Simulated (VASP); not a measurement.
# CdTe (F-43m) in VASP: a series of runs, part 2 of 2

VASP 6.6.1. The steps go on from the part before.

## (6) Single point, LDA

This run uses another cell than the first one, of 30.61 Å³/atom, 1.081 times its volume.

INCAR reads:

```
  ALGO = Normal
  EDIFF = 1E-6
  ENCUT = 520
  ISIF = 2
  ISMEAR = 0
  LASPH = True
  LCHARG = False
  LREAL = False
  LWAVE = False
  NBANDS = 16
  NELM = 80
  PREC = Accurate
  SIGMA = 0.01
```

KPOINTS reads:

```
k-points
0
Gamma
  6 6 6
```

POSCAR reads:

```
CdTe
1.0
    3.1280118734      3.1280118734      0.0000000000
   -3.1280118734      3.1280118734      0.0000000000
    0.0000000000      3.1280118734      3.1280118734
Cd Te
1 1
Direct
    0.0000000000      0.0000000000      0.0000000000
    0.7500000000      0.2500000000      0.5000000000
```

Potentials or basis: VASP PAW LDA potentials, release 64 (Cd, Te).

Launch:

```sh
> cat potpaw_LDA.64/Cd/POTCAR potpaw_LDA.64/Te/POTCAR > POTCAR
> mpirun -np 1 vasp_std > vasp.out
```

OUTCAR:

```text
EDIFF = 1E-6
   ENCUT = 520
   ISIF = 2
   ISMEAR = 0
   LASPH = True
   LREAL = False
   NELM = 80
   PREC = Accurate

 ion  position               nearest neighbor table
   1  0.000  0.000  0.000-   2 2.71   2 2.71   2 2.71   2 2.71
   2  0.750  0.250  0.500-   1 2.71   1 2.71   1 2.71   1 2.71

  LATTYP: Found a face centered cubic cell.
 ALAT       =     6.2560237468

  Lattice vectors:

 A1 = (   0.0000000000,   3.1280118734,   3.1280118734)
 A2 = (   3.1280118734,   0.0000000000,   3.1280118734)
 A3 = (   3.1280118734,   3.1280118734,   0.0000000000)

Analysis of symmetry for initial positions (statically):
=====================================================================
 Subroutine PRICEL returns:
 Original cell was already a primitive cell.

 Routine SETGRP: Setting up the symmetry group for a
 face centered cubic supercell.

 Subroutine GETGRP returns: Found 24 space group operations
 (whereof 24 operations were pure point group operations)
 out of a pool of 48 trial point group operations.

The static configuration has the point symmetry T_d .

Analysis of symmetry for dynamics (positions and initial velocities):
=====================================================================
 Subroutine PRICEL returns:
 Original cell was already a primitive cell.

 Routine SETGRP: Setting up the symmetry group for a
 face centered cubic supercell.

 Subroutine GETGRP returns: Found 24 space group operations
 (whereof 24 operations were pure point group operations)
 out of a pool of 48 trial point group operations.

The dynamic configuration has the point symmetry T_d .

 Subroutine INISYM returns: Found 24 space group operations
 (whereof 24 operations are pure point group operations),
 and found     1 'primitive' translations

[... 102 lines left out ...]
   IALGO  =     38    algorithm
   IMIX   =      4    mixing-type and parameters
     AMIX     =   0.40;   BMIX     =  1.00
     AMIX_MAG =   1.60;   BMIX_MAG =  1.00
  volume/ion in A,a.u.               =      30.61       206.54
  Fermi-wavevector in a.u.,A,eV,Ry     =   1.088647  2.057245 16.124990  1.185153
  Thomas-Fermi vector in A             =   2.224834
   LORBIT       =      0    0 simple, 1 ext, 2 COOP (PROOUT), +10 PAW based schemes
   GGA     = CA    functional components
   LHFCALC =     F    Hartree Fock is set to
   AEXX    =    0.0000 exact exchange contribution
   IVDW    =     0    specifies the selected vdW correction
   LEPSILON=     F    determine dielectric tensor
   LRPA    =     F    only Hartree local field effects (RPA)
 non-spin polarized calculation
 Gauss-broadening in eV      SIGMA  =   0.01
  energy-cutoff  :      520.00
  volume of cell :       61.21
 maximum number of plane-waves:      1676
 NGX is ok and might be reduce to    36
   NGX = 17   NGY = 17   NGZ = 17

 number of electron      18.0000002 magnetization

 Free energy of the ion-electron system (eV)
  ---------------------------------------------------
  ext. energy  EPLUGINS =         0.00000000
  ---------------------------------------------------
  free energy    TOTEN  =        -5.98117047 eV

  energy without entropy =       -5.98117047  energy(sigma->0) =       -5.98117047

 E-fermi :   3.2862     XC(G=0):  -9.4090

 val. band max:        3.2079119286   @ k =   0.0000   0.0000   0.0000
 cond. band min:       4.0881752467   @ k =   0.0000   0.0000   0.0000
 fundamental gap:      0.8802633181
 Fermi energy:         3.2861596312

 k-point     1 :       0.0000    0.0000    0.0000
  band No.  band energies     occupation
      1      -8.7013      2.00000
      2      -5.5237      2.00000
      3      -5.5237      2.00000
      4      -5.5237      2.00000
      5      -5.1726      2.00000
      6      -5.1726      2.00000
[... 281 lines left out ...]
      3      -5.3417      2.00000
      4      -5.2414      2.00000
      5      -5.1585      2.00000
      6      -4.4628      2.00000
[... 8 lines left out ...]
     15      14.5953      0.00000
     16      14.8261      0.00000

------------------------ aborting loop because EDIFF is reached ----------------------------------------

  FORCE on cell =-STRESS in cart. coord.  units (eV):
  Direction    XX          YY          ZZ          XY          YZ          ZX
  --------------------------------------------------------------------------------------
  -------------------------------------------------------------------------------------
  Total        1.6693645      1.6693645      1.6693645     -0.0000000     -0.0000000     -0.0000000
  in kB       43.6944812     43.6944812     43.6944812     -0.0000000     -0.0000000     -0.0000000
  external PRESSURE =      43.6944812 kB  Pullay stress =       0.0000000 kB

 VOLUME and BASIS-vectors are now :
 -----------------------------------------------------------------------------
  energy-cutoff  :      520.00
  volume of cell :       61.21
      direct lattice vectors                 reciprocal lattice vectors
     3.128011873  3.128011873  0.000000000     0.159845941  0.159845941 -0.159845941
    -3.128011873  3.128011873  0.000000000    -0.159845941  0.159845941 -0.159845941
     0.000000000  3.128011873  3.128011873     0.000000000  0.000000000  0.319691881

 POSITION                                       TOTAL-FORCE (eV/Angst)
 -----------------------------------------------------------------------------------
      0.00000      0.00000      0.00000         0.000000      0.000000     -0.000000
      1.56401      4.69202      1.56401        -0.000000     -0.000000      0.000000
 -----------------------------------------------------------------------------------
    total drift:                               -0.000000     -0.000000      0.000000

  FREE ENERGIE OF THE ION-ELECTRON SYSTEM (eV)
  ---------------------------------------------------
  free  energy   TOTEN  =        -5.9811704748 eV

  energy  without entropy=       -5.9811704748  energy(sigma->0) =       -5.98117047
```

Wall time 39 s (1 thread of AMD EPYC 7R13, shared host); peak memory 0.14 GiB.

What came out:

```
Free energy            : -5.9812 eV
Pressure               : 4.4 GPa
Band gap on the k mesh : 0.88 eV, direct
```

Caveat: spin-orbit coupling is left out, which moves the levels of the heavy elements. LDA gaps usually lie below the measured ones, often by a third to a half.

## (7) The runs side by side

```tsv
cell	gap on the mesh (eV)	pressure (GPa)
a = 4.310 Å, angles 60.0, 60.0, 90.0°, 2 atoms	1.13	10.5
a = 4.362 Å, angles 60.0, 60.0, 90.0°, 2 atoms	1.01	7.4
a = 4.424 Å, angles 60.0, 60.0, 90.0°, 2 atoms	0.88	4.4
```

Alike in all rows: task single point; level LDA; potentials or basis VASP PAW LDA potentials, release 64 (Cd, Te); no spin polarisation; k mesh 6 × 6 × 6; cutoff (eV) 520; smearing gaussian 0.01 eV.

Caveats: spin-orbit coupling is left out, which moves the levels of the heavy elements.

Total energies depend on the potentials used, so only differences within one code and one set of settings carry meaning.
